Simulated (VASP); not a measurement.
# HF in VASP: further runs

The runs below take HF through single point, with PBE+D3(BJ).

Program: VASP 6.6.1. These are calculated values, not measurements. Logs are shortened: lines on timing, memory, paths and dates and some standing lists are left out, and cuts for length are marked.

## Step 1: The cell of the first run

The cell holds a disordered packing, 20 atoms: a = 6.739 Å, b = 6.739 Å, c = 6.739 Å, α = 90.00°, β = 90.00°, γ = 90.00°.

## Step 2: Single point, PBE+D3(BJ)

INCAR

```
SYSTEM = HF
PREC = Accurate
ENCUT = 520
EDIFF = 1E-7
ISMEAR = -1
SIGMA = 0.02
LREAL = Auto
LASPH = .True.
NELM = 100
ALGO = Normal
ISIF = 2
LWAVE = .False.
LCHARG = .False.
GGA = PE
IVDW = 12
NBANDS = 56
```

KPOINTS

```
Automatic mesh
0
Gamma
  1 1 1
  0 0 0
```

POSCAR

```
HF
1.0
    6.7386640000      0.0000000000      0.0000000000
    0.0000000000      6.7386640000      0.0000000000
    0.0000000000      0.0000000000      6.7386640000
F H
10 10
Direct
    0.6274834299      0.4671697535      0.4951871766
    0.9119611840      0.1527305709      0.7913438035
    0.3613921098      0.8736153042      1.0622283586
    0.2180254128      0.2720420546      0.0571626661
    0.3665563382      0.8079049497      0.6153148458
    0.8537152171      0.5414277964      1.2456623449
    0.1073951751      0.7797984882      0.3664227805
    0.0484665803      0.5643255102      0.8778446291
    0.2665216725      0.2590721247      0.4512467160
    0.7021273059      0.9048232706      0.5542790084
    0.5009746739      0.4470915897      0.4311685521
    0.8208452002      0.0607093632      0.7350715216
    0.4127375990      0.7622875988      1.0098737673
    0.2918827827      0.1627919125      0.0276167501
    0.2719530162      0.8167642726      0.4949794203
    0.7739813114      0.5101307915      1.3747235357
   -0.0266373275      0.7845472040      0.3970371575
   -0.0255540267      0.5687329120      0.9956127802
    0.2102790702      0.2606748163      0.5898350177
    0.5692968220      0.8634649242      0.5557036232
```

Potentials or basis: VASP PAW PBE potentials, release 64 (F, H).

Started as:

```console
$ cat potpaw_PBE.64/F/POTCAR potpaw_PBE.64/H/POTCAR > POTCAR
$ mpirun -np 1 vasp_gam > vasp.out
```

OUTCAR:

```text
SYSTEM = HF
   PREC = Accurate
   ENCUT = 520
   EDIFF = 1E-7
   ISMEAR = -1
   LREAL = Auto
   LASPH = .True.
   NELM = 100
   ISIF = 2
   GGA = PE
   IVDW = 12
 IVDW          = 12

 ion  position               nearest neighbor table
   1  0.627  0.467  0.495-  11 0.96  16 1.31
   2  0.912  0.153  0.791-  12 0.95
   3  0.361  0.874  0.062-  13 0.90
   4  0.218  0.272  0.057-  14 0.91
   5  0.367  0.808  0.615-  15 1.03
   6  0.854  0.541  0.246-  16 1.04
   7  0.107  0.780  0.366-  17 0.93
   8  0.048  0.564  0.878-  18 0.94
   9  0.267  0.259  0.451-  19 1.01
  10  0.702  0.905  0.554-  20 0.94
  11  0.501  0.447  0.431-   1 0.96
  12  0.821  0.061  0.735-   2 0.95
  13  0.413  0.762  0.010-   3 0.90
  14  0.292  0.163  0.028-   4 0.91
  15  0.272  0.817  0.495-   5 1.03
  16  0.774  0.510  0.375-   6 1.04   1 1.31
  17  0.973  0.785  0.397-   7 0.93
  18  0.974  0.569  0.996-   8 0.94
  19  0.210  0.261  0.590-   9 1.01
  20  0.569  0.863  0.556-  10 0.94

  LATTYP: Found a simple cubic cell.
 ALAT       =     6.7386640000

  Lattice vectors:

 A1 = (   6.7386640000,   0.0000000000,   0.0000000000)
 A2 = (   0.0000000000,   6.7386640000,   0.0000000000)
 A3 = (   0.0000000000,   0.0000000000,   6.7386640000)

Analysis of symmetry for initial positions (statically):
=====================================================================
 Subroutine PRICEL returns:
 Original cell was already a primitive cell.

 Routine SETGRP: Setting up the symmetry group for a
 simple cubic supercell.

 Subroutine GETGRP returns: Found  1 space group operations
 (whereof  1 operations were pure point group operations)
 out of a pool of 48 trial point group operations.

The static configuration has the point symmetry C_1 .

Analysis of symmetry for dynamics (positions and initial velocities):
=====================================================================
 Subroutine PRICEL returns:
 Original cell was already a primitive cell.

 Routine SETGRP: Setting up the symmetry group for a
 simple cubic supercell.

 Subroutine GETGRP returns: Found  1 space group operations
 (whereof  1 operations were pure point group operations)
 out of a pool of 48 trial point group operations.

The dynamic configuration has the point symmetry C_1 .

 Subroutine INISYM returns: Found  1 space group operations
 (whereof  1 operations are pure point group operations),
 and found     1 'primitive' translations

----------------------------------------------------------------------------------------

                                     Primitive cell

  volume of cell :     306.0000

  direct lattice vectors                    reciprocal lattice vectors
     6.738664000  0.000000000  0.000000000     0.148397368  0.000000000  0.000000000
     0.000000000  6.738664000  0.000000000     0.000000000  0.148397368  0.000000000
     0.000000000  0.000000000  6.738664000     0.000000000  0.000000000  0.148397368

  length of vectors
     6.738664000  6.738664000  6.738664000     0.148397368  0.148397368  0.148397368

  position of ions in fractional coordinates (direct lattice)
     0.627483430  0.467169754  0.495187177
     0.911961184  0.152730571  0.791343803
     0.361392110  0.873615304  0.062228359
     0.218025413  0.272042055  0.057162666
     0.366556338  0.807904950  0.615314846
     0.853715217  0.541427796  0.245662345
[... 12 lines left out ...]
     0.210279070  0.260674816  0.589835018
     0.569296822  0.863464924  0.555703623

  ion indices of the primitive-cell ions
   primitive index   ion index
                 1           1
                 2           2
                 3           3
                 4           4
                 5           5
                 6           6
[... 12 lines left out ...]
                19          19
                20          20

----------------------------------------------------------------------------------------

 KPOINTS: Automatic mesh

Automatic generation of k-mesh.
 Grid dimensions read from file:
 generate k-points for:    1    1    1

 Generating k-lattice:

  Cartesian coordinates                     Fractional coordinates (reciprocal lattice)
     0.148397368  0.000000000  0.000000000     1.000000000  0.000000000  0.000000000
     0.000000000  0.148397368  0.000000000     0.000000000  1.000000000  0.000000000
     0.000000000  0.000000000  0.148397368     0.000000000  0.000000000  1.000000000

  Length of vectors
     0.148397368  0.148397368  0.148397368

  Shift w.r.t. Gamma in fractional coordinates (k-lattice)
     0.000000000  0.000000000  0.000000000

 Subroutine IBZKPT returns following result:
 ===========================================

 Found      1 irreducible k-points:

 Following reciprocal coordinates:
            Coordinates               Weight
  0.000000  0.000000  0.000000      1.000000
   k-points           NKPTS =      1   k-points in BZ     NKDIM =      1   number of bands    NBANDS=     56
   number of dos      NEDOS =    301   number of ions     NIONS =     20
   total plane-waves  NPLWV = 125000
   dimension x,y,z NGX =    50 NGY =   50 NGZ =   50
   dimension x,y,z NGXF=   100 NGYF=  100 NGZF=  100
   ions per type =              10  10
   NGX,Y,Z   is equivalent  to a cutoff of  12.34, 12.34, 12.34 a.u.
   NGXF,Y,Z  is equivalent  to a cutoff of  24.67, 24.67, 24.67 a.u.
 SYSTEM =  HF
   PREC   = accura    normal or accurate (medium, high low for compatibility)
   ISTART =      0    job   : 0-new  1-cont  2-samecut
   ICHARG =      2    charge: 1-file 2-atom 10-const
   ISPIN  =      1    spin polarized calculation?
   LNONCOLLINEAR =      F non collinear calculations
   LSORBIT =      F    spin-orbit coupling
   LASPH  =      T    aspherical Exc in radial PAW
   ENCUT  =  520.0 eV  38.22 Ry    6.18 a.u.  12.53 12.53 12.53*2*pi/ulx,y,z
   NELM   =    100;   NELMIN=  2; NELMDL= -5     # of ELM steps
   EDIFF  = 0.1E-06   stopping-criterion for ELM
   LREAL  =      T    real-space projection
   EDIFFG = 0.1E-05   stopping-criterion for IOM
   NSW    =      0    number of steps for IOM
   IBRION =     -1    ionic relax: 0-MD 1-quasi-New 2-CG
   NFREE  =      0    steps in history (QN), initial steepest desc. (CG)
   ISIF   =      2    stress and relaxation
   ISYM   =      2    0-nonsym 1-usesym 2-fastsym
   POTIM  = 0.5000    time-step for ionic-motion
   TEBEG  =    0.0;   TEEND  =   0.0 temperature during run
   PSTRESS=    0.0 pullay stress
   NELECT =      80.0000    total number of electrons
   NUPDOWN=      -1.0000    fix difference up-down
   EMIN   =  10.00;   EMAX   =-10.00  energy-range for DOS
   EFERMI =   0.00;   METHOD = LEGACY
   ISMEAR =    -1;   SIGMA  =   0.02  broadening in eV -4-tet -1-fermi 0-gaus
   EFERMI_NEDOS =   21; number of points for ismear=-14 and -15
   IALGO  =     38    algorithm
   IMIX   =      4    mixing-type and parameters
     AMIX     =   0.40;   BMIX     =  1.00
     AMIX_MAG =   1.60;   BMIX_MAG =  1.00
  volume/ion in A,a.u.               =      15.30       103.25
  Fermi-wavevector in a.u.,A,eV,Ry     =   1.046802  1.978168 14.909176  1.095793
  Thomas-Fermi vector in A             =   2.181655
   LORBIT       =      0    0 simple, 1 ext, 2 COOP (PROOUT), +10 PAW based schemes
   GGA     = PE    functional components
   LHFCALC =     F    Hartree Fock is set to
   AEXX    =    0.0000 exact exchange contribution
   IVDW    =    12    specifies the selected vdW correction
   LEPSILON=     F    determine dielectric tensor
   LRPA    =     F    only Hartree local field effects (RPA)
 non-spin polarized calculation
  energy-cutoff  :      520.00
  volume of cell :      306.00
 maximum number of plane-waves:      4109
 NGX is ok and might be reduce to    50
   NGX = 25   NGY = 25   NGZ = 25

 number of electron      80.0000012 magnetization

 Free energy of the ion-electron system (eV)
  ---------------------------------------------------
  ext. energy  EPLUGINS =         0.00000000
  ---------------------------------------------------
  free energy    TOTEN  =       -80.49949677 eV

  energy without entropy =      -80.49949677  energy(sigma->0) =      -80.49949677

 E-fermi :  -5.3966     XC(G=0):  -5.9493

 val. band max:       -5.8924477483   @ k =   0.0000   0.0000   0.0000
 cond. band min:      -0.1501597440   @ k =   0.0000   0.0000   0.0000
 fundamental gap:      5.7422880043
 Fermi energy:        -5.3965555028

 k-point     1 :       0.0000    0.0000    0.0000
  band No.  band energies     occupation
      1     -29.5049      2.00000
      2     -29.0238      2.00000
      3     -28.2392      2.00000
      4     -28.1704      2.00000
      5     -27.4604      2.00000
      6     -27.4370      2.00000
[... 44 lines left out ...]
     51       5.6760      0.00000
     52       6.2434      0.00000
 [bands above 52 left out]

------------------------ aborting loop because EDIFF is reached ----------------------------------------

 Edisp (eV)   -0.40939

 E8    (eV) :    -0.0812

  FORCE on cell =-STRESS in cart. coord.  units (eV):
  Direction    XX          YY          ZZ          XY          YZ          ZX
  --------------------------------------------------------------------------------------
  -------------------------------------------------------------------------------------
  Total       2.71166     2.98340    -3.26185    -0.52717     0.89889    -0.41679
  in kB      14.19791    15.62069   -17.07865    -2.76020     4.70649    -2.18224
  external pressure =        4.25 kB  Pullay stress =        0.00 kB

 VOLUME and BASIS-vectors are now :
 -----------------------------------------------------------------------------
  energy-cutoff  :      520.00
  volume of cell :      306.00
      direct lattice vectors                 reciprocal lattice vectors
     6.738664000  0.000000000  0.000000000     0.148397368  0.000000000  0.000000000
     0.000000000  6.738664000  0.000000000     0.000000000  0.148397368  0.000000000
     0.000000000  0.000000000  6.738664000     0.000000000  0.000000000  0.148397368

 POSITION                                       TOTAL-FORCE (eV/Angst)
 -----------------------------------------------------------------------------------
      4.22840      3.14810      3.33690        -1.039908     -0.225871      0.630454
      6.14540      1.02920      5.33260        -0.081513     -0.132455     -0.139628
      2.43530      5.88700      0.41934        -0.814748      2.372596      1.200313
      1.46920      1.83320      0.38520        -0.657789      1.474258      0.318311
      2.47010      5.44420      4.14640        -0.854712      0.118432     -1.448816
      5.75290      3.64850      1.65544        -0.634688     -0.056924      1.064514
[... 12 lines left out ...]
      1.41700      1.75660      3.97470         0.744387     -0.015753     -2.352558
      3.83630      5.81860      3.74470        -1.808310     -0.479682      0.382210
 -----------------------------------------------------------------------------------
    total drift:                                0.007673      0.008037     -0.000226

  FREE ENERGIE OF THE ION-ELECTRON SYSTEM (eV)
  ---------------------------------------------------
  free  energy   TOTEN  =       -80.9088905770 eV

  energy  without entropy=      -80.9088905770  energy(sigma->0) =      -80.90889058
```

Wall time 34 s (1 thread of Intel Xeon Platinum 8259CL at 2.50GHz (Skylake/Cascade Lake), shared host); peak memory 0.32 GiB.

Results:

| Property | Result |
| --- | --- |
| Free energy | -80.9089 eV |
| Pressure | 0.4 GPa |
| Largest force | 2.800 eV/Å |
| Dispersion energy per atom | -0.020 eV |

Forces in eV/Å, atoms in the order of the input:
```
F   -1.040 -0.226  0.630
F   -0.082 -0.132 -0.140
F   -0.815  2.373  1.200
F   -0.658  1.474  0.318
F   -0.855  0.118 -1.449
F   -0.635 -0.057  1.065
F    1.566  0.329 -0.431
F    0.102  0.431 -0.599
F   -0.704  0.237  2.700
F    2.387  0.661 -0.227
H    0.183 -0.348  0.305
H    0.094  0.036 -0.163
H    0.868 -2.285 -1.280
H    0.889 -1.752 -0.280
H    0.396 -0.239  1.582
H    0.841  0.170 -2.087
H   -1.303 -0.045  0.316
H   -0.169 -0.250  0.509
H    0.744 -0.016 -2.353
H   -1.808 -0.480  0.382
```

Caveat: the k points lie up to 0.93 Å⁻¹ apart, too coarse for converged energies, forces and pressures; the atoms stand as in a frame of molecular dynamics.

(Continued in part 2 of 2.)
